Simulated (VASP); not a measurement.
# BN (P6_3mc) in VASP: settings compared

The runs below take BN through single point, with r2SCAN, HSE06.

Program: VASP 6.6.1. These are calculated values, not measurements. Logs are shortened: lines on timing, memory, paths and dates and some standing lists are left out, and cuts for length are marked.

**1. The cell of the first run**

The structure is hexagonal, space group P6_3mc (No. 186). The conventional cell has a = 2.544 Å, b = 2.544 Å, c = 4.040 Å, α = 90.00°, β = 90.00°, γ = 120.00°. B (site symmetry 3m) has 4 N at 1.52 to 1.55 Å within 2.0 Å. Within 2.0 Å of N (site symmetry 3m) lie 4 B at 1.52 to 1.55 Å.

**2. Single point, r2SCAN (uniaxial z strain -4.0%)**

Contents of POSCAR:

```
BN
1.0
    2.5439499996      0.0000000000      0.0000000000
   -1.2719749998      2.2031253256      0.0000000000
    0.0000000000      0.0000000000      4.0395027278
B N
2 2
Direct
    0.3333333333      0.6666666667     -0.0003699905
    0.6666666667      0.3333333333      0.4996300095
    0.3333333333      0.6666666667      0.3753699905
    0.6666666667      0.3333333333      0.8753699905
```

Contents of INCAR.step1:

```
SYSTEM = BN
PREC = Accurate
ENCUT = 1460
ISMEAR = 0
SIGMA = 0.01
LREAL = .False.
LASPH = .True.
NELM = 120
NBANDS = 16
GGA = PE
ALGO = Normal
EDIFF = 1E-5
LWAVE = .True.
LCHARG = .False.
GGA_COMPAT = .False.
```

Contents of INCAR.step2:

```
SYSTEM = BN
PREC = Accurate
ENCUT = 1460
EDIFF = 1E-6
ISMEAR = 0
SIGMA = 0.01
LREAL = .False.
LASPH = .True.
NELM = 120
ALGO = Normal
ISIF = 2
LWAVE = .False.
LCHARG = .True.
METAGGA = R2SCAN
LMIXTAU = .True.
LELF = .True.
LVHAR = .True.
NBANDS = 16
ISTART = 1
GGA_COMPAT = .False.
```

Contents of KPOINTS:

```
regular mesh
0
Gamma
  12 12 6
  0 0 0
```

Potentials or basis: VASP PAW PBE potentials, release 64 (B_h, N_h).

Command:

```console
$ cat potpaw_PBE.64/B_h/POTCAR potpaw_PBE.64/N_h/POTCAR > POTCAR
$ cp INCAR.step1 INCAR
$ mpirun -np 1 vasp_std > vasp.out
$ cp INCAR.step2 INCAR
$ mpirun -np 1 vasp_std > vasp.out
```

OUTCAR:

```text
SYSTEM = BN
   PREC = Accurate
   ENCUT = 1460
   EDIFF = 1E-6
   ISMEAR = 0
   LREAL = .False.
   LASPH = .True.
   NELM = 120
   ISIF = 2
   METAGGA = R2SCAN
   ISTART = 1

 ion  position               nearest neighbor table
   1  0.333  0.667  1.000-
   2  0.667  0.333  0.500-
   3  0.333  0.667  0.375-
   4  0.667  0.333  0.875-

  LATTYP: Found a hexagonal cell.
 ALAT       =     2.5439499996
 C/A-ratio  =     1.5878860545

  Lattice vectors:

 A1 = (   2.5439499996,   0.0000000000,   0.0000000000)
 A2 = (  -1.2719749998,   2.2031253256,   0.0000000000)
 A3 = (   0.0000000000,   0.0000000000,   4.0395027278)

Analysis of symmetry for initial positions (statically):
=====================================================================
 Subroutine PRICEL returns:
 Original cell was already a primitive cell.

 Routine SETGRP: Setting up the symmetry group for a
 hexagonal supercell.

 Subroutine GETGRP returns: Found 12 space group operations
 (whereof  6 operations were pure point group operations)
 out of a pool of 24 trial point group operations.

The static configuration has the point symmetry C_3v.
 The point group associated with its full space group is C_6v.

Analysis of symmetry for dynamics (positions and initial velocities):
=====================================================================
 Subroutine PRICEL returns:
 Original cell was already a primitive cell.

 Routine SETGRP: Setting up the symmetry group for a
 hexagonal supercell.

 Subroutine GETGRP returns: Found 12 space group operations
 (whereof  6 operations were pure point group operations)
 out of a pool of 24 trial point group operations.

The dynamic configuration has the point symmetry C_3v.
 The point group associated with its full space group is C_6v.

 Subroutine INISYM returns: Found 12 space group operations
 (whereof  6 operations are pure point group operations),
 and found     1 'primitive' translations

----------------------------------------------------------------------------------------

                                     Primitive cell

  volume of cell :      22.6400
[... 89 lines left out ...]
   LSORBIT =      F    spin-orbit coupling
   LASPH  =      T    aspherical Exc in radial PAW
   ENCUT  = 1460.0 eV 107.31 Ry   10.36 a.u.   7.93  7.93 12.59*2*pi/ulx,y,z
   NELM   =    120;   NELMIN=  2; NELMDL=  0     # of ELM steps
   EDIFF  = 0.1E-05   stopping-criterion for ELM
   LREAL  =      F    real-space projection
   EDIFFG = 0.1E-04   stopping-criterion for IOM
   NSW    =      0    number of steps for IOM
   IBRION =     -1    ionic relax: 0-MD 1-quasi-New 2-CG
   NFREE  =      0    steps in history (QN), initial steepest desc. (CG)
   ISIF   =      2    stress and relaxation
   ISYM   =      2    0-nonsym 1-usesym 2-fastsym
   POTIM  = 0.5000    time-step for ionic-motion
   TEBEG  =    0.0;   TEEND  =   0.0 temperature during run
   PSTRESS=    0.0 pullay stress
   NELECT =      16.0000    total number of electrons
   NUPDOWN=      -1.0000    fix difference up-down
   EMIN   =  10.00;   EMAX   =-10.00  energy-range for DOS
   EFERMI =   0.00;   METHOD = LEGACY
   ISMEAR =     0;   SIGMA  =   0.01  broadening in eV -4-tet -1-fermi 0-gaus
   EFERMI_NEDOS =   21; number of points for ismear=-14 and -15
   IALGO  =     38    algorithm
   IMIX   =      4    mixing-type and parameters
     AMIX     =   0.40;   BMIX     =  1.00
     AMIX_MAG =   1.60;   BMIX_MAG =  1.00
  volume/ion in A,a.u.               =       5.66        38.20
  Fermi-wavevector in a.u.,A,eV,Ry     =   1.458220  2.755635 28.931488  2.126404
  Thomas-Fermi vector in A             =   2.574930
   LORBIT       =      0    0 simple, 1 ext, 2 COOP (PROOUT), +10 PAW based schemes
   METAGGA = R2SCAN    functional components
   LHFCALC =     F    Hartree Fock is set to
   AEXX    =    0.0000 exact exchange contribution
   IVDW    =     0    specifies the selected vdW correction
   LEPSILON=     F    determine dielectric tensor
   LRPA    =     F    only Hartree local field effects (RPA)
 non-spin polarized calculation
 Gauss-broadening in eV      SIGMA  =   0.01
  energy-cutoff  :     1460.00
  volume of cell :       22.64
 maximum number of plane-waves:      2916
 NGX is ok and might be reduce to    32
   NGX = 15   NGY = 15   NGZ = 25

 number of electron      16.0000000 magnetization

 Free energy of the ion-electron system (eV)
  ---------------------------------------------------
  ext. energy  EPLUGINS =         0.00000000
  ---------------------------------------------------
  free energy    TOTEN  =       -38.19318653 eV

  energy without entropy =      -38.19318653  energy(sigma->0) =      -38.19318653

 E-fermi :   9.7559     XC(G=0): -13.9715

 val. band max:        9.6527887450   @ k =   0.0000   0.0000   0.0000
 cond. band min:      15.5590427663   @ k =   0.3333   0.3333   0.0000
 fundamental gap:      5.9062540213
 Fermi energy:         9.7559167242

 k-point     1 :       0.0000    0.0000    0.0000
  band No.  band energies     occupation
      1     -12.2792      2.00000
      2      -7.4516      2.00000
      3      -1.9096      2.00000
      4       7.0305      2.00000
      5       7.0305      2.00000
      6       9.5464      2.00000
[... 433 lines left out ...]
      3       0.1054      2.00000
      4       1.8955      2.00000
      5       3.3821      2.00000
      6       4.7648      2.00000
[... 8 lines left out ...]
     15      27.4331      0.00000
     16      27.9764      0.00000

 [... further k-points ...]

------------------------ aborting loop because EDIFF is reached ----------------------------------------

  FORCE on cell =-STRESS in cart. coord.  units (eV):
  Direction    XX          YY          ZZ          XY          YZ          ZX
  --------------------------------------------------------------------------------------
  -------------------------------------------------------------------------------------
  Total        0.3218152      0.3218152      6.8426422      0.0000000      0.0000000      0.0000000
  in kB       22.7741132     22.7741132    484.2378483      0.0000000      0.0000000      0.0000000
  external PRESSURE =     176.5953582 kB  Pullay stress =       0.0000000 kB

 VOLUME and BASIS-vectors are now :
 -----------------------------------------------------------------------------
  energy-cutoff  :     1460.00
  volume of cell :       22.64
      direct lattice vectors                 reciprocal lattice vectors
     2.543950000  0.000000000  0.000000000     0.393089487  0.226950321  0.000000000
    -1.271975000  2.203125326  0.000000000     0.000000000  0.453900642  0.000000000
     0.000000000  0.000000000  4.039502728     0.000000000  0.000000000  0.247555223

 POSITION                                       TOTAL-FORCE (eV/Angst)
 -----------------------------------------------------------------------------------
     -0.00000      1.46875      4.03801        -0.000000     -0.000000     -0.001698
      1.27197      0.73438      2.01826         0.000000     -0.000000     -0.001698
     -0.00000      1.46875      1.51631         0.000000      0.000000      0.001698
      1.27197      0.73438      3.53606        -0.000000     -0.000000      0.001698
 -----------------------------------------------------------------------------------
    total drift:                               -0.000000     -0.000000     -0.001503

  FREE ENERGIE OF THE ION-ELECTRON SYSTEM (eV)
  ---------------------------------------------------
  free  energy   TOTEN  =       -38.1931865253 eV

  energy  without entropy=      -38.1931865253  energy(sigma->0) =      -38.19318653
```

OUTCAR.step1:

```text
SYSTEM = BN
   PREC = Accurate
   ENCUT = 1460
   ISMEAR = 0
   LREAL = .False.
   LASPH = .True.
   NELM = 120
[... 687 lines left out ...]
      1.27197      0.73438      2.01826        -0.000000     -0.000000     -0.053193
     -0.00000      1.46875      1.51631        -0.000000     -0.000000      0.053193
      1.27197      0.73438      3.53606         0.000000      0.000000      0.053193
 -----------------------------------------------------------------------------------
    total drift:                               -0.000000      0.000000      0.000033

  FREE ENERGIE OF THE ION-ELECTRON SYSTEM (eV)
  ---------------------------------------------------
  free  energy   TOTEN  =       -34.7074427111 eV

  energy  without entropy=      -34.7074427111  energy(sigma->0) =      -34.70744271
```

Wall time 2.9 min (1 thread of Intel Xeon Platinum 8375C at 2.90GHz (Ice Lake), shared host); peak memory 0.29 GiB.

Results:

```yaml
Free_energy: -38.1932 eV
Pressure: 17.7 GPa
Band_gap_on_the_k_mesh: 5.91 eV (least direct gap 8.89 eV)
```

Caveat: the cell differs from its parent crystal (uniaxial z strain -4.0%); the stress differs along the axes, from 2 to 48 GPa; the structure was generated, so it needn't be the stable form of BN; the PAW data sets were made with another functional, which shifts forces and pressure a little. A k mesh can miss the band edges.

(Part 1 of 2 ends here.)
